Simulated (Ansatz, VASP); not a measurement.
# One calculation of Ir3C, two programs

INCAR

```
SYSTEM = Ir3C
PREC     = Accurate       ! precision mode
ENCUT    = 520            ! plane-wave cutoff, eV
EDIFF    = 1E-6           ! SCF threshold, eV
ISMEAR   = 0              ! smearing method
SIGMA    = 0.1            ! smearing width, eV
LREAL    = .FALSE.        ! projectors in reciprocal space
LASPH    = .TRUE.         ! aspherical terms in the spheres
NELM     = 150            ! most SCF steps
ALGO     = Normal         ! electronic algorithm
ISIF     = 2              ! what is computed and relaxed
LWAVE    = .FALSE.        ! write WAVECAR
LCHARG   = .FALSE.        ! write CHGCAR
ISPIN    = 2              ! spin polarisation
MAGMOM   = 0 0 0 2        ! initial moments
LORBIT   = 11             ! projections on sites
LMAXMIX  = 4              ! l up to which the mixer works
LDIPOL   = .TRUE.       
IDIPOL   = 3            
DIPOL    = 0.5 0.5 0.328
GGA      = CA             ! functional
NBANDS   = 28             ! bands
```

File KPOINTS:

```
regular mesh
0
G
  10 10 1
  0 0 0
```

POSCAR

```
Ir3C
1.0
    2.6946510889      0.0000000000      0.0000000000
    0.0000000000      2.6946510889      0.0000000000
    0.0000000000      0.0000000000     20.6339620658
Ir C
3 1
Direct
    0.5000000000      0.5000000000      0.1938551591
    0.0000000000      0.0000000000      0.2819107364
    0.5000000000      0.5000000000      0.3699707328
    0.8333333333      0.5000000000      0.4659290366
```

Input for Ansatz:

```yaml
crystal:
  lattice:
    - [2.6946510889, 0.0, 0.0]
    - [0.0, 2.6946510889, 0.0]
    - [0.0, 0.0, 20.6339620658]
  atoms:
    - { symbol: Ir, position: [0.5, 0.5, 0.1938551591] }
    - { symbol: Ir, position: [0.0, 0.0, 0.2819107364] }
    - { symbol: Ir, position: [0.5, 0.5, 0.3699707328] }
    - { symbol: C, position: [0.8333333333, 0.5, 0.4659290366], spin: 2.0 }
basis:
  ecutwfc: 420
kpoints:
  mp_grid: { grid: [10, 10, 1] }
hamiltonian:
  xc: lda
  pseudopotentials: { kind: paw, azcp: { folder: soft_1 } }
scf:
  occupations: { method: gaussian, width: 0.1 }
output:
  forces: true
  eigenvalues: true
  populations: true
magnetization:
  spin_polarized: true
efield:
  axis: 3
  dipole_correction: true
  ramp_width: 0.04
```

Alike in both runs: task single point; functional LDA; k mesh 10 × 10 × 1; occupations gaussian, width 0.1 eV; collinear spin.

```csv
,VASP,Ansatz
version,VASP 6.6.1,Ansatz 0.2.0
potentials or method,"VASP PAW LDA potentials, release 64 (Ir, C), cutoff 520 eV","scalar-relativistic, plane waves, PAW"
valence electrons in the cell,31,55
```

VASP gave:

* gap on the k mesh at the Fermi level (eV): none
* rms of the force components (eV/Å): 1.700
* net moment per atom (μB): 0.00

Task: Which values does Ansatz return?

Result: gap on the k mesh at the Fermi level (eV): none; rms of the force components (eV/Å): 1.691; net moment per atom (μB): 0.00.

Ansatz warns that its potentials were made for another functional, while VASP's fit it. LDA's correlation is that of Perdew and Zunger in VASP and of Perdew and Wang (1992) in Ansatz. Atom by atom the forces differ by 0.056 eV/Å (rms over components). A gap of «none» marks a metal or a gap that the smearing closes. VASP's potentials hold 31 valence electrons a cell and Ansatz's 55, so a difference there can come from the potentials and not from the codes. Ansatz's warnings: seeded moment not kept.

Neither program's run includes spin-orbit coupling.
